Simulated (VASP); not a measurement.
Si5S, 6 atoms in the cell. The structure is hexagonal, space group P-62m (No. 189). The conventional cell has a = 4.764 Å, b = 4.764 Å, c = 4.574 Å, α = 90.00°, β = 90.00°, γ = 120.00°. Si (site symmetry m2m) has 10 Si at 2.66 to 2.93 Å and 2 S at 2.84 Å within 3.5 Å. Si (site symmetry -6) has 3 S at 2.75 Å and 9 Si at 2.75 to 2.76 Å within 3.6 Å. S (site symmetry -62m) has 12 Si at 2.75 to 2.84 Å within 3.6 Å. 

```yaml
Program: VASP 6.6.1
Task: single point
Functional: PBE
Potentials_or_basis: VASP PAW PBE potentials, release 64 (Si, S)
Cutoff: 520 eV
k_mesh: 12 × 12 × 8
Occupations: gaussian, width 0.1 eV
Spin: no spin polarisation
Dipole_correction: no
Further_INCAR_settings: ALGO = Normal; EDIFF = 1e-07; NBANDS = 22
```

Potentials or basis: VASP PAW PBE potentials, release 64 (Si, S).

Launch:

```console
$ cat potpaw_PBE.64/Si/POTCAR potpaw_PBE.64/S/POTCAR > POTCAR
$ mpirun -np 1 vasp_std > vasp.out
```

Hardware: 1 thread of Intel(R) Xeon(R) 6975P-C (Granite Rapids), with other jobs on the host.

Question: How long does it take, and how much memory?

Answer: Run time: 61 s on 1 thread of Intel(R) Xeon(R) 6975P-C (Granite Rapids) (shared host), peak memory 0.28 GiB. Counts: scf iterations 15, k points 95.
